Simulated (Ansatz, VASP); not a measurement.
PbS in VASP and in Ansatz

```
CELL_PARAMETERS angstrom
2.88169 -2.84200 0.00000
2.88169 2.84200 0.00000
-1.05845 0.00000 11.70929
ATOMIC_POSITIONS crystal
Pb 0.77560 0.77560 0.63638
Pb 0.22440 0.22440 0.36362
S 0.26840 0.26840 0.59860
S 0.73160 0.73160 0.40140
```

Change from the starting cell: equal xx and yy strain of -2 %, crystal datasets.

Alike in both runs: task electric field gradients; functional PBE; k mesh 7 × 7 × 3; occupations fermi-dirac, width 0.01 eV; no spin polarisation.

|  | VASP | Ansatz |
| --- | --- | --- |
| version | VASP 6.6.1 | Ansatz 0.2.0 |
| potentials or method | VASP PAW PBE potentials, release 64 (Pb_d, S), cutoff 520 eV | all-electron PAW with datasets made for the slab, scalar-relativistic |

VASP gave:

- gap on the k mesh at the Fermi level (eV): 1.07
- rms of the force components (eV/Å): 0.086
- size of Vzz on the site where it differs most (V/Å²): 75.7

Which values does Ansatz return?

gap on the k mesh at the Fermi level (eV): 1.08; rms of the force components (eV/Å): 0.085; size of Vzz on the site where it differs most (V/Å²): 64.9.

Atom by atom the forces differ by 0.002 eV/Å (rms over components). One of these differences is far larger than is usual between the two programs; its cause wasn't traced. Ansatz ran all-electron here, and VASP with PAW potentials.

Spin-orbit coupling is off throughout.
